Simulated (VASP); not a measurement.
# W (Im-3m) in VASP: further runs

The runs below take W through relaxation of cell and atoms, single point, with PBEsol+D4, PBE.

All numbers are computed with VASP 6.6.1; they aren't measurements. Logs are shortened: lines on timing, memory, paths and dates and some standing lists are left out, and cuts for length are marked.

**1. The cell of the first run**

It takes space group Im-3m (No. 229, cubic). Conventional cell: a = 3.165 Å, b = 3.165 Å, c = 3.165 Å, α = 90.00°, β = 90.00°, γ = 90.00°. Within 3.6 Å of W (site symmetry m-3m) lie 14 W at 2.74 to 3.16 Å.

**2. Relaxation of cell and atoms, PBEsol+D4**

INCAR reads:

```
SYSTEM = W
PREC = Accurate
ENCUT = 600
EDIFF = 1E-6
ISMEAR = -1
SIGMA = 0.05
LREAL = .FALSE.
LASPH = .TRUE.
NELM = 100
ALGO = Normal
ISIF = 3
LWAVE = .FALSE.
LCHARG = .FALSE.
GGA = PS
IVDW = 13
IBRION = 2
NSW = 60
EDIFFG = -0.01
```

KPOINTS reads:

```
regular mesh
0
G
  12 12 12
  0 0 0
```

POSCAR reads:

```
W
1.0
   -1.5823450000      1.5823450000      1.5823450000
    1.5823450000     -1.5823450000      1.5823450000
    1.5823450000      1.5823450000     -1.5823450000
W
1
Direct
    0.0000000000      0.0000000000      0.0000000000
```

Potentials or basis: VASP PAW PBE potentials, release 64 (W_sv).

Command:

```
$ cat potpaw_PBE.64/W_sv/POTCAR > POTCAR
$ mpirun -np 1 vasp_std > vasp.out
```

OUTCAR:

```text
SYSTEM = W
   PREC = Accurate
   ENCUT = 600
   EDIFF = 1E-6
   ISMEAR = -1
   LREAL = .FALSE.
   LASPH = .TRUE.
   NELM = 100
   ISIF = 3
   GGA = PS
   IVDW = 13
   IBRION = 2
   NSW = 60
   EDIFFG = -0.01

 ion  position               nearest neighbor table
   1  0.000  0.000  0.000-

  LATTYP: Found a body centered cubic cell.
 ALAT       =     3.1646900000

  Lattice vectors:

 A1 = (  -1.5823450000,   1.5823450000,   1.5823450000)
 A2 = (   1.5823450000,  -1.5823450000,   1.5823450000)
 A3 = (   1.5823450000,   1.5823450000,  -1.5823450000)

Analysis of symmetry for initial positions (statically):
=====================================================================
 Subroutine PRICEL returns:
 Original cell was already a primitive cell.

 Routine SETGRP: Setting up the symmetry group for a
 body centered cubic supercell.

 Subroutine GETGRP returns: Found 48 space group operations
 (whereof 48 operations were pure point group operations)
 out of a pool of 48 trial point group operations.

The static configuration has the point symmetry O_h .

Analysis of symmetry for dynamics (positions and initial velocities):
=====================================================================
 Subroutine PRICEL returns:
 Original cell was already a primitive cell.

 Routine SETGRP: Setting up the symmetry group for a
 body centered cubic supercell.

 Subroutine GETGRP returns: Found 48 space group operations
 (whereof 48 operations were pure point group operations)
 out of a pool of 48 trial point group operations.

The dynamic configuration has the point symmetry O_h .

 Subroutine INISYM returns: Found 48 space group operations
 (whereof 48 operations are pure point group operations),
 and found     1 'primitive' translations

----------------------------------------------------------------------------------------

                                     Primitive cell

  volume of cell :      15.8476

  direct lattice vectors                    reciprocal lattice vectors
    -1.582345000  1.582345000  1.582345000     0.000000000  0.315986716  0.315986716
     1.582345000 -1.582345000  1.582345000     0.315986716  0.000000000  0.315986716
     1.582345000  1.582345000 -1.582345000     0.315986716  0.315986716  0.000000000

  length of vectors
     2.740701935  2.740701935  2.740701935     0.446872699  0.446872699  0.446872699

  position of ions in fractional coordinates (direct lattice)
     0.000000000  0.000000000  0.000000000

  ion indices of the primitive-cell ions
   primitive index   ion index
                 1           1

----------------------------------------------------------------------------------------

 KPOINTS: regular mesh

Automatic generation of k-mesh.
 Grid dimensions read from file:
 generate k-points for:   12   12   12

 Generating k-lattice:

  Cartesian coordinates                     Fractional coordinates (reciprocal lattice)
     0.000000000  0.026332226  0.026332226     0.083333333  0.000000000  0.000000000
     0.026332226  0.000000000  0.026332226     0.000000000  0.083333333  0.000000000
     0.026332226  0.026332226  0.000000000     0.000000000  0.000000000  0.083333333

  Length of vectors
     0.037239392  0.037239392  0.037239392

  Shift w.r.t. Gamma in fractional coordinates (k-lattice)
     0.000000000  0.000000000  0.000000000

 Subroutine IBZKPT returns following result:
 ===========================================

 Found     72 irreducible k-points:

 Following reciprocal coordinates:
            Coordinates               Weight
  0.000000  0.000000  0.000000      1.000000
  0.083333  0.000000  0.000000     12.000000
  0.166667  0.000000  0.000000     12.000000
  0.250000  0.000000  0.000000     12.000000
  0.333333  0.000000  0.000000     12.000000
  0.416667  0.000000  0.000000     12.000000
[... 16 lines left out ...]
  0.333333  0.083333  0.083333     24.000000
  0.416667  0.083333  0.083333     12.000000
 [... further k-points ...]
   k-points           NKPTS =     72   k-points in BZ     NKDIM =     72   number of bands    NBANDS=     11
   number of dos      NEDOS =    301   number of ions     NIONS =      1
   total plane-waves  NPLWV =  13824
   dimension x,y,z NGX =    24 NGY =   24 NGZ =   24
   dimension x,y,z NGXF=    48 NGYF=   48 NGZF=   48
   ions per type =               1
   NGX,Y,Z   is equivalent  to a cutoff of  14.56, 14.56, 14.56 a.u.
   NGXF,Y,Z  is equivalent  to a cutoff of  29.12, 29.12, 29.12 a.u.
 SYSTEM =  W
   PREC   = accura    normal or accurate (medium, high low for compatibility)
   ISTART =      0    job   : 0-new  1-cont  2-samecut
   ICHARG =      2    charge: 1-file 2-atom 10-const
   ISPIN  =      1    spin polarized calculation?
   LNONCOLLINEAR =      F non collinear calculations
   LSORBIT =      F    spin-orbit coupling
   LASPH  =      T    aspherical Exc in radial PAW
   ENCUT  =  600.0 eV  44.10 Ry    6.64 a.u.   5.47  5.47  5.47*2*pi/ulx,y,z
   NELM   =    100;   NELMIN=  2; NELMDL= -5     # of ELM steps
   EDIFF  = 0.1E-05   stopping-criterion for ELM
   LREAL  =      F    real-space projection
   EDIFFG = -.1E-01   stopping-criterion for IOM
   NSW    =     60    number of steps for IOM
   IBRION =      2    ionic relax: 0-MD 1-quasi-New 2-CG
   NFREE  =      1    steps in history (QN), initial steepest desc. (CG)
   ISIF   =      3    stress and relaxation
   ISYM   =      2    0-nonsym 1-usesym 2-fastsym
   POTIM  = 0.5000    time-step for ionic-motion
   TEBEG  =    0.0;   TEEND  =   0.0 temperature during run
   PSTRESS=    0.0 pullay stress
   NELECT =      14.0000    total number of electrons
   NUPDOWN=      -1.0000    fix difference up-down
   EMIN   =  10.00;   EMAX   =-10.00  energy-range for DOS
   EFERMI =   0.00;   METHOD = LEGACY
   ISMEAR =    -1;   SIGMA  =   0.05  broadening in eV -4-tet -1-fermi 0-gaus
   EFERMI_NEDOS =   21; number of points for ismear=-14 and -15
   IALGO  =     38    algorithm
   IMIX   =      4    mixing-type and parameters
     AMIX     =   0.40;   BMIX     =  1.00
     AMIX_MAG =   1.60;   BMIX_MAG =  1.00
  volume/ion in A,a.u.               =      15.85       106.94
  Fermi-wavevector in a.u.,A,eV,Ry     =   1.570832  2.968442 33.572544  2.467512
  Thomas-Fermi vector in A             =   2.672506
   LORBIT       =      0    0 simple, 1 ext, 2 COOP (PROOUT), +10 PAW based schemes
   GGA     = PS    functional components
   LHFCALC =     F    Hartree Fock is set to
   AEXX    =    0.0000 exact exchange contribution
   IVDW    =    13    specifies the selected vdW correction
   LEPSILON=     F    determine dielectric tensor
   LRPA    =     F    only Hartree local field effects (RPA)
 conjugate gradient relaxation of ions
 non-spin polarized calculation
  energy-cutoff  :      600.00
  volume of cell :       15.85
 maximum number of plane-waves:       543
 NGX is ok and might be reduce to    24
   NGX = 11   NGY = 11   NGZ = 11

--------------------------------------- Ionic step        1  -------------------------------------------

 number of electron      14.0000001 magnetization

 Free energy of the ion-electron system (eV)
  ---------------------------------------------------
  ext. energy  EPLUGINS =         0.00000000
  ---------------------------------------------------
  free energy    TOTEN  =       -13.80616335 eV

  energy without entropy =      -13.80123486  energy(sigma->0) =      -13.80369911

------------------------ aborting loop because EDIFF is reached ----------------------------------------

  DFT-D4 for vdW energy calculation

  Edisp (eV):   -0.42078

  FORCE on cell =-STRESS in cart. coord.  units (eV):
  Direction    XX          YY          ZZ          XY          YZ          ZX
  --------------------------------------------------------------------------------------
  -------------------------------------------------------------------------------------
  Total      -0.61003    -0.61003    -0.61003    -0.00000     0.00000     0.00000
  in kB     -61.67299   -61.67299   -61.67299    -0.00000     0.00000     0.00000
  external pressure =      -61.67 kB  Pullay stress =        0.00 kB
[... 98 lines left out ...]
  energy  without entropy=      -14.2277471960  energy(sigma->0) =      -14.23032712

--------------------------------------- Ionic step        4  -------------------------------------------

 number of electron      14.0000000 magnetization

 Free energy of the ion-electron system (eV)
  ---------------------------------------------------
  ext. energy  EPLUGINS =         0.00000000
  ---------------------------------------------------
  free energy    TOTEN  =       -13.80464349 eV

  energy without entropy =      -13.79947852  energy(sigma->0) =      -13.80206100

 E-fermi :  11.4951     XC(G=0): -13.8734

 val. band max:       11.4857355400   @ k =  -0.1667   0.1667   0.0833
 cond. band min:      11.5299726668   @ k =  -0.1667   0.1667   0.1667
 fundamental gap:      0.0442371268
 Fermi energy:        11.4951162510

 k-point     1 :       0.0000    0.0000    0.0000
  band No.  band energies     occupation
      1     -62.5549      2.00000
      2     -26.0823      2.00000
      3     -26.0823      2.00000
      4     -26.0823      2.00000
      5       1.8009      2.00000
      6      10.2965      2.00000
      7      10.2966      2.00000
      8      10.2966      2.00000
      9      13.8468      0.00000
     10      13.8468      0.00000
     11      26.1498      0.00000
[... 309 lines left out ...]
 k-point    24 :       0.4167    0.0833    0.0833
  band No.  band energies     occupation
      1     -62.4051      2.00000
      2     -27.3730      2.00000
      3     -26.5943      2.00000
      4     -26.1842      2.00000
      5       5.8289      2.00000
      6       7.8575      2.00000
      7      11.3475      1.90077
      8      14.0124      0.00000
      9      14.8026      0.00000
     10      19.2110      0.00000
     11      21.7513      0.00000

 [... further k-points ...]

------------------------ aborting loop because EDIFF is reached ----------------------------------------

  DFT-D4 for vdW energy calculation

  Edisp (eV):   -0.42827

  FORCE on cell =-STRESS in cart. coord.  units (eV):
  Direction    XX          YY          ZZ          XY          YZ          ZX
  --------------------------------------------------------------------------------------
  -------------------------------------------------------------------------------------
  Total      -0.00234    -0.00234    -0.00234     0.00000    -0.00000     0.00000
  in kB      -0.24118    -0.24118    -0.24118     0.00000    -0.00000     0.00000
  external pressure =       -0.24 kB  Pullay stress =        0.00 kB
[... 16 lines left out ...]
  FREE ENERGIE OF THE ION-ELECTRON SYSTEM (eV)
  ---------------------------------------------------
  free  energy   TOTEN  =       -14.2329136498 eV

  energy  without entropy=      -14.2277486809  energy(sigma->0) =      -14.23033117

 reached required accuracy - stopping structural energy minimisation
```

Run time: 20 s. Hardware: 1 thread of Intel Xeon Platinum 8375C at 2.90GHz (Ice Lake), shared host; peak memory 0.16 GiB.

What came out:

| Item | Value |
| --- | --- |
| Free energy | -14.2329 eV |
| Relaxed volume | 15.54 Å³/atom |
| Relaxed cell | a = 2.723 Å, b = 2.723 Å, c = 2.723 Å, α = 109.47°, β = 109.47°, γ = 109.47° |
| Space group after relaxing (to 0.05 Å) | Im-3m (No. 229) |
| Energy gained by relaxing | 6.0 meV/atom |
| Ionic steps | 4 |
| Pressure after relaxing | 0.0 GPa |
| Band gap on the k mesh | zero (band 7 reaches 16.89 eV, above the bottom of band 8 at 10.30 eV) |
| Dispersion energy per atom | -0.428 eV |

The path:
```
step  energy change (eV)  largest force (eV/Å)  pressure (GPa)  volume (Å³)
   1              0.0000                0.0000           -6.17        15.85
   2              0.0755                0.0000           26.29        14.49
   3             -0.0060                0.0000           -0.23        15.55
   4             -0.0060                0.0000           -0.02        15.54
```

Final structure:
```
CELL_PARAMETERS angstrom
-1.57205 1.57205 1.57205
1.57205 -1.57205 1.57205
1.57205 1.57205 -1.57205
ATOMIC_POSITIONS crystal
W 0.00000 0.00000 0.00000
```

Caveat: the PAW data sets were made with another functional, which shifts forces and pressure a little; spin-orbit coupling is left out, which moves the levels of the heavy elements; pairwise dispersion overbinds metals, which lowers pressure and volume.

**3. Single point, PBE**

INCAR reads:

```
PREC     = Accurate       # precision mode
ENCUT    = 520            # plane-wave cutoff, eV
EDIFF    = 1E-6           # SCF threshold, eV
ISMEAR   = -1             # smearing method
SIGMA    = 0.05           # smearing width, eV
LREAL    = F              # projectors in reciprocal space
LASPH    = T              # aspherical terms in the spheres
NELM     = 80             # most SCF steps
ALGO     = Normal         # electronic algorithm
ISIF     = 2              # what is computed and relaxed
LWAVE    = F              # write WAVECAR
LCHARG   = F              # write CHGCAR
GGA      = PE             # functional
NBANDS   = 13             # bands
```

KPOINTS reads:

```
Automatic mesh
0
Gamma
  10 10 10
```

POSCAR is that of step 2.

Potentials or basis: VASP PAW PBE potentials, release 64 (W_sv).

Command:

```
$ cat potpaw_PBE.64/W_sv/POTCAR > POTCAR
$ mpirun -np 1 vasp_std > vasp.out
```

OUTCAR:

```text
PREC = Accurate
   ENCUT = 520
   EDIFF = 1E-6
   ISMEAR = -1
   LREAL = F
   LASPH = T
   NELM = 80
   ISIF = 2
   GGA = PE

 ion  position               nearest neighbor table
   1  0.000  0.000  0.000-

  LATTYP: Found a body centered cubic cell.
 ALAT       =     3.1646900000

  Lattice vectors:

 A1 = (  -1.5823450000,   1.5823450000,   1.5823450000)
 A2 = (   1.5823450000,  -1.5823450000,   1.5823450000)
 A3 = (   1.5823450000,   1.5823450000,  -1.5823450000)

[... 551 lines left out ...]
      4     -26.4147      2.00000
      5       5.2219      2.00000
      6       9.0043      2.00000
      7       9.3642      2.00000
      8      12.2556      0.00000
      9      13.9082      0.00000
     10      14.7052      0.00000
     11      25.1950      0.00000
     12      27.8345      0.00000
     13      31.9552      0.00000

 [... further k-points ...]
[... 5 lines left out ...]
  --------------------------------------------------------------------------------------
  -------------------------------------------------------------------------------------
  Total        0.6379835      0.6379835      0.6379835     -0.0000000     -0.0000000      0.0000000
  in kB       64.4995267     64.4995267     64.4995267     -0.0000000     -0.0000000      0.0000000
  external PRESSURE =      64.4995267 kB  Pullay stress =       0.0000000 kB

 VOLUME and BASIS-vectors are now :
 -----------------------------------------------------------------------------
  energy-cutoff  :      520.00
  volume of cell :       15.85
      direct lattice vectors                 reciprocal lattice vectors
    -1.582345000  1.582345000  1.582345000     0.000000000  0.315986716  0.315986716
     1.582345000 -1.582345000  1.582345000     0.315986716  0.000000000  0.315986716
     1.582345000  1.582345000 -1.582345000     0.315986716  0.315986716  0.000000000

 POSITION                                       TOTAL-FORCE (eV/Angst)
 -----------------------------------------------------------------------------------
      0.00000      0.00000      0.00000        -0.000000      0.000000      0.000000
 -----------------------------------------------------------------------------------
    total drift:                                0.000000      0.000000      0.000000

  FREE ENERGIE OF THE ION-ELECTRON SYSTEM (eV)
  ---------------------------------------------------
  free  energy   TOTEN  =       -12.9439637388 eV

  energy  without entropy=      -12.9396287282  energy(sigma->0) =      -12.94179623
```

OSZICAR:

```text
N       E                     dE             d eps       ncg     rms          rms(c)
DAV:   1     0.847307035763E+02    0.84731E+02   -0.74548E+03  1230   0.123E+03
DAV:   2    -0.119268592370E+02   -0.96658E+02   -0.92582E+02  1377   0.321E+02
DAV:   3    -0.135585896418E+02   -0.16317E+01   -0.16265E+01  1307   0.400E+01
DAV:   4    -0.135652364822E+02   -0.66468E-02   -0.66467E-02  1327   0.279E+00
DAV:   5    -0.135652926561E+02   -0.56174E-04   -0.56174E-04  1357   0.242E-01    0.209E+01
DAV:   6    -0.130780759560E+02    0.48722E+00   -0.40505E-01  1272   0.856E+00    0.840E+00
DAV:   7    -0.129483759306E+02    0.12970E+00   -0.21401E-01  1327   0.591E+00    0.635E-01
DAV:   8    -0.129439475317E+02    0.44284E-02   -0.40996E-03  1242   0.819E-01    0.937E-02
DAV:   9    -0.129439723945E+02   -0.24863E-04   -0.48600E-05  1377   0.829E-02    0.596E-02
DAV:  10    -0.129439631662E+02    0.92282E-05   -0.11415E-05  1312   0.486E-02    0.861E-03
DAV:  11    -0.129439637388E+02   -0.57259E-06   -0.19408E-07   756   0.525E-03
   1 F= -.12943964E+02 E0= -.12941796E+02  d E =-.433501E-02
```

stdout:

```text
POSCAR found type information on POSCAR W
 POSCAR found :  1 types and       1 ions
 scaLAPACK will be used
 LDA part: xc-table for (Slater+PW92), standard interpolation
 POSCAR, INCAR and KPOINTS ok, starting setup
 FFT: planning ... GRIDC
 FFT: planning ... GRID_SOFT
 FFT: planning ... GRID
 WAVECAR not read
 entering main loop
```

Wall time 4.6 s (1 thread of Intel Xeon Platinum 8488C (Sapphire Rapids), shared host); peak memory 0.13 GiB.

What came out:

```
Free energy            : -12.9440 eV
Pressure               : 6.4 GPa
Band gap on the k mesh : zero (band 7 reaches 16.60 eV, above the bottom of band 8 at 10.21 eV)
```

Caveat: spin-orbit coupling is left out, which moves the levels of the heavy elements.
